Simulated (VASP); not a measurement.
# I (Cmce) in VASP: a series of runs, part 2 of 2

VASP 6.6.1.

### 3 Single point, PBEsol (38.51 Å³/atom)

This run uses another cell than the first one, of 38.51 Å³/atom.

The input, INCAR:

```
SYSTEM = I
  ALGO = Normal
  EDIFF = 1E-7
  ENCUT = 520
  GGA = PS
  ISIF = 2
  ISMEAR = 0
  LASPH = .True.
  LCHARG = .False.
  LREAL = .False.
  LWAVE = .False.
  NBANDS = 22
  NELM = 100
  PREC = Accurate
  SIGMA = 0.02
```

The input, KPOINTS:

```
k-points
0
Gamma
  8 8 4
  0 0 0
```

The input, POSCAR:

```
I
1.0
    3.6771513705     -2.1779156503      0.0000000000
    3.6771513705      2.1779156503      0.0000000000
    0.0000000000      0.0000000000      9.6176924162
I
4
Direct
    0.8249477206      0.1750522794      0.8771164257
    0.3249477206      0.6750522794      0.6228835743
    0.1750522794      0.8249477206      0.1228835743
    0.6750522794      0.3249477206      0.3771164257
```

Potentials or basis: VASP PAW PBE potentials, release 64 (I).

On the command line:

```bash
$ cat potpaw_PBE.64/I/POTCAR > POTCAR
$ mpirun -np 1 vasp_std > vasp.out
```

Wall time 2.2 min (1 thread of Intel Xeon Platinum 8488C (Sapphire Rapids), shared host); peak memory 0.33 GiB.

It converged, with:

```yaml
Free_energy: -7.0186 eV
Pressure: 0.3 GPa
Largest_force: 0.010 eV/Å
Band_gap_on_the_k_mesh: 0.76 eV (least direct gap 1.08 eV)
```

Forces in eV/Å, atoms in the order of the input:
```
I    0.000 -0.004  0.009
I    0.000 -0.004 -0.009
I    0.000  0.004 -0.009
I    0.000  0.004  0.009
```

Levels at points of the mesh, in eV from the valence-band top:
| k point | band 12 | band 13 | band 14 | band 15 | band 16 | band 17 |
| --- | --- | --- | --- | --- | --- | --- |
| (0.00, 0.00, 0.00) | -0.91 | -0.49 | 0.00 | 1.09 | 1.97 | 4.49 |
| (0.50, 0.00, 0.00) | -1.73 | -0.96 | -0.96 | 2.22 | 2.22 | 4.88 |
| (0.50, 0.50, 0.00) | -1.69 | -1.19 | -0.59 | 0.88 | 1.65 | 4.32 |
| (0.00, 0.00, 0.50) | -0.76 | -0.18 | -0.18 | 1.18 | 1.18 | 5.33 |
| (0.50, 0.00, 0.50) | -1.15 | -0.02 | -0.02 | 1.11 | 1.11 | 5.37 |
| (0.50, 0.50, 0.50) | -1.42 | -1.13 | -1.13 | 0.94 | 0.94 | 5.34 |

Caveat: semilocal functionals underestimate gaps, and a narrow one can read as zero; the PAW data sets were made with another functional, which shifts forces and pressure a little; spin-orbit coupling is left out, which moves the levels of the heavy elements. A k mesh can miss the band edges.

### 4 Single point, PBEsol

This run uses another cell than the first one, of 39.70 Å³/atom.

The input, INCAR:

```
SYSTEM = I
PREC = Accurate
ENCUT = 520
EDIFF = 1E-6
ISMEAR = 0
SIGMA = 0.02
LREAL = .False.
LASPH = .True.
NELM = 80
ALGO = Normal
ISIF = 2
LWAVE = .False.
LCHARG = .False.
GGA = PS
NBANDS = 22
```

The input, KPOINTS:

```
Automatic mesh
0
Gamma
  8 8 4
  0 0 0
```

The input, POSCAR:

```
I
1.0
    3.7575028171     -2.1924100358      0.0000000000
    3.7575028171      2.1924100358      0.0000000000
    0.0000000000      0.0000000000      9.6389697422
I
4
Direct
    0.8268617217      0.1731382783      0.8772354788
    0.3268617217      0.6731382783      0.6227645212
    0.1731382783      0.8268617217      0.1227645212
    0.6731382783      0.3268617217      0.3772354788
```

On the command line:

```bash
$ cat potpaw_PBE.64/I/POTCAR > POTCAR
$ mpirun -np 1 vasp_std > vasp.out
```

Wall time 2.1 min (1 thread of Intel Xeon Platinum 8488C (Sapphire Rapids), shared host); peak memory 0.34 GiB.

The run converged. Its results:

| Quantity | Value |
| --- | --- |
| Free energy | -7.0231 eV |
| Pressure | 0.0 GPa |
| Largest force | 0.006 eV/Å |
| Band gap on the k mesh | 0.80 eV (least direct gap 1.07 eV) |

Forces on the atoms (eV/Å):
```
I    0.000 -0.004  0.005
I    0.000 -0.004 -0.005
I    0.000  0.004 -0.005
I    0.000  0.004  0.005
```

Levels at points of the mesh, in eV from the valence-band top:
```tsv
k point	band 12	band 13	band 14	band 15	band 16	band 17
(0.00, 0.00, 0.00)	-0.88	-0.54	0.00	1.08	1.95	4.56
(0.50, 0.00, 0.00)	-1.73	-0.94	-0.94	2.22	2.22	4.93
(0.50, 0.50, 0.00)	-1.65	-1.11	-0.52	0.91	1.68	4.42
(0.00, 0.00, 0.50)	-0.79	-0.20	-0.20	1.18	1.18	5.29
(0.50, 0.00, 0.50)	-1.10	-0.02	-0.02	1.15	1.15	5.40
(0.50, 0.50, 0.50)	-1.32	-1.10	-1.10	0.99	0.99	5.43
```

Caveat: semilocal functionals underestimate gaps, and a narrow one can read as zero; the PAW data sets were made with another functional, which shifts forces and pressure a little; spin-orbit coupling is left out, which moves the levels of the heavy elements.

### 5 Single point, PBEsol (40.89 Å³/atom)

This run uses another cell than the first one, of 40.89 Å³/atom.

The input, INCAR:

```
PREC = Accurate
ENCUT = 520
EDIFF = 1E-6
ISMEAR = 0
SIGMA = 0.02
LREAL = F
LASPH = T
NELM = 80
ALGO = Normal
ISIF = 2
LWAVE = F
LCHARG = F
GGA = PS
NBANDS = 22
```

The input, KPOINTS:

```
Automatic mesh
0
Gamma
  8 8 4
```

The input, POSCAR:

```
I
1.0
    3.8394602868     -2.2053514744      0.0000000000
    3.8394602868      2.2053514744      0.0000000000
    0.0000000000      0.0000000000      9.6591952242
I
4
Direct
    0.8286338883      0.1713661117      0.8773684294
    0.3286338883      0.6713661117      0.6226315706
    0.1713661117      0.8286338883      0.1226315706
    0.6713661117      0.3286338883      0.3773684294
```

On the command line:

```bash
$ cat potpaw_PBE.64/I/POTCAR > POTCAR
$ mpirun -np 1 vasp_std > vasp.out
```

It took 2.5 min on 1 thread of Intel Xeon Platinum 8488C (Sapphire Rapids), shared host; peak memory 0.39 GiB.

It converged, with:

| Quantity | Value |
| --- | --- |
| Free energy | -7.0199 eV |
| Pressure | -0.2 GPa |
| Largest force | 0.003 eV/Å |
| Band gap on the k mesh | 0.83 eV (least direct gap 1.07 eV) |

Forces in eV/Å, atoms in the order of the input:
```
I    0.000 -0.003 -0.001
I    0.000 -0.003  0.001
I    0.000  0.003  0.001
I    0.000  0.003 -0.001
```

Levels at points of the mesh, in eV from the valence-band top:
```csv
k point,band 12,band 13,band 14,band 15,band 16,band 17
"(0.00, 0.00, 0.00)",-0.85,-0.59,0.00,1.08,1.93,4.63
"(0.50, 0.00, 0.00)",-1.73,-0.92,-0.92,2.21,2.21,4.98
"(0.50, 0.50, 0.00)",-1.61,-1.04,-0.45,0.93,1.70,4.51
"(0.00, 0.00, 0.50)",-0.82,-0.22,-0.22,1.19,1.19,5.22
"(0.50, 0.00, 0.50)",-1.05,-0.02,-0.02,1.19,1.19,5.43
"(0.50, 0.50, 0.50)",-1.22,-1.08,-1.08,1.03,1.03,5.51
```

Caveat: the PAW data sets were made with another functional, which shifts forces and pressure a little; spin-orbit coupling is left out, which moves the levels of the heavy elements. A k mesh can miss the band edges.

### 6 Single point, PBEsol (42.09 Å³/atom)

This run uses another cell than the first one, of 42.09 Å³/atom.

The input, INCAR:

```
SYSTEM = I
ALGO = Normal ; EDIFF = 1E-6
ENCUT = 520 ; GGA = PS
ISIF = 2 ; ISMEAR = 0
LASPH = .True. ; LCHARG = .False.
LREAL = .False. ; LWAVE = .False.
NBANDS = 22 ; NELM = 80
PREC = Accurate ; SIGMA = 0.02
```

The input, KPOINTS:

```
k-points
0
Gamma
  8 8 4
  0 0 0
```

The input, POSCAR:

```
I
1.0
    3.9381686190     -2.2083139759      0.0000000000
    3.9381686190      2.2083139759      0.0000000000
    0.0000000000      0.0000000000      9.6783751098
I
4
Direct
    0.8295294111      0.1704705889      0.8773306997
    0.3295294111      0.6704705889      0.6226693003
    0.1704705889      0.8295294111      0.1226693003
    0.6704705889      0.3295294111      0.3773306997
```

Potentials or basis: VASP PAW PBE potentials, release 64 (I).

On the command line:

```bash
$ cat potpaw_PBE.64/I/POTCAR > POTCAR
$ mpirun -np 1 vasp_std > vasp.out
```

Run time: 2.5 min. Hardware: 1 thread of Intel Xeon Platinum 8488C (Sapphire Rapids), shared host; peak memory 0.38 GiB.

Results (log left out):

```yaml
Free_energy: -7.0116 eV
Pressure: -0.4 GPa
Largest_force: 0.008 eV/Å
Band_gap_on_the_k_mesh: 0.85 eV (least direct gap 1.06 eV)
```

Forces in eV/Å, atoms in the order of the input:
```
I    0.000 -0.005  0.006
I    0.000 -0.005 -0.006
I    0.000  0.005 -0.006
I    0.000  0.005  0.006
```

Levels at points of the mesh, in eV from the valence-band top:
```tsv
k point	band 10	band 11	band 12	band 13	band 14	band 15	band 16	band 17	band 18	band 19
(0.00, 0.00, 0.00)	-1.50	-1.17	-0.83	-0.66	0.00	1.06	1.92	4.66	4.68	5.38
(0.50, 0.00, 0.00)	-1.94	-1.74	-1.74	-0.91	-0.91	2.21	2.21	5.01	5.01	6.92
(0.50, 0.50, 0.00)	-2.13	-1.73	-1.58	-0.99	-0.40	0.95	1.73	4.58	5.82	6.05
(0.00, 0.00, 0.50)	-1.54	-0.83	-0.83	-0.25	-0.25	1.19	1.19	5.12	5.12	5.54
(0.50, 0.00, 0.50)	-1.92	-1.02	-1.02	-0.03	-0.03	1.20	1.20	5.45	5.45	6.01
(0.50, 0.50, 0.50)	-2.03	-1.14	-1.14	-1.05	-1.05	1.07	1.07	5.57	5.57	6.78
```

Caveat: the PAW data sets were made with another functional, which shifts forces and pressure a little; spin-orbit coupling is left out, which moves the levels of the heavy elements.

### 7 The runs side by side

```tsv
cell	gap on the mesh (eV)	pressure (GPa)	largest force (eV/Å)
a = 4.199, b = 4.199, c = 9.587 Å, angles 90.0, 90.0, 62.1°, 4 atoms, atomic positions A	0.72	0.7	0.01
a = 4.274, b = 4.274, c = 9.618 Å, angles 90.0, 90.0, 61.3°, 4 atoms, atomic positions B	0.76	0.3	0.01
a = 4.350, b = 4.350, c = 9.639 Å, angles 90.0, 90.0, 60.5°, 4 atoms, atomic positions C	0.80	0.0	0.01
a = 4.428, b = 4.428, c = 9.659 Å, angles 90.0, 90.0, 59.7°, 4 atoms, atomic positions D	0.83	-0.2	-
a = 4.515, b = 4.515, c = 9.678 Å, angles 90.0, 90.0, 58.6°, 4 atoms, atomic positions E	0.85	-0.4	0.01
```

Alike in all rows: task single point; level PBEsol; potentials or basis VASP PAW PBE potentials, release 64 (I); no spin polarisation; k mesh 8 × 8 × 4; cutoff (eV) 520; smearing gaussian 0.02 eV.

Caveats: the PAW data sets were made with another functional, which shifts forces and pressure a little; spin-orbit coupling is left out, which moves the levels of the heavy elements; semilocal functionals underestimate gaps, and a narrow one can read as zero (at least some runs).

Total energies depend on the potentials used, so only differences within one code and one set of settings carry meaning.
